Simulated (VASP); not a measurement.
Input of a VASP 6.6.1 run:

INCAR

```
ALGO = Normal
EDIFF = 1E-7
ENCUT = 520
GGA = PS
ISIF = 2
ISMEAR = 0
LASPH = T
LCHARG = T
LELF = T
LREAL = F
LVHAR = T
LWAVE = F
NBANDS = 31
NELM = 100
PREC = Accurate
SIGMA = 0.05
```

KPOINTS

```
k-points
0
Gamma
  6 8 4
```

POSCAR

```
Al3GaN4
1.0
    5.0434079743      0.0000000000      0.0001149899
    0.0000000000      3.1300738979      0.0000000000
   -0.0032362578      0.0000000000      5.4179919454
Al Ga N
3 1 4
Direct
    0.5082951646      0.5000000000      0.1727006781
    0.0009207031      0.5000000000      0.8348055926
    0.0010880657      0.0000000000      0.3316926346
    0.4994217128      0.0000000000      0.6662009018
    0.1111724737      0.0000000000      0.6663292504
    0.1224543244      0.5000000000      0.1671578642
    0.6251234792      0.5000000000      0.8401923549
    0.6231881982      0.0000000000      0.3262928352
```

Potentials or basis: VASP PAW PBE potentials, release 64 (Al, Ga_d, N).

Command:

```console
$ cat potpaw_PBE.64/Al/POTCAR potpaw_PBE.64/Ga_d/POTCAR potpaw_PBE.64/N/POTCAR > POTCAR
$ mpirun -np 1 vasp_std > vasp.out
```

(1) Estimate the largest force.

(2) What does it give for the pressure?

Results:

(1) 1.000 eV/Å.

(2) 0.0 GPa.

Caveat: the cell differs from its parent crystal (atom 1 (Al) moved -0.050 Å towards its neighbour atom 2 (Al) at 3.095 Å); the PAW data sets were made with another functional, which shifts forces and pressure a little.
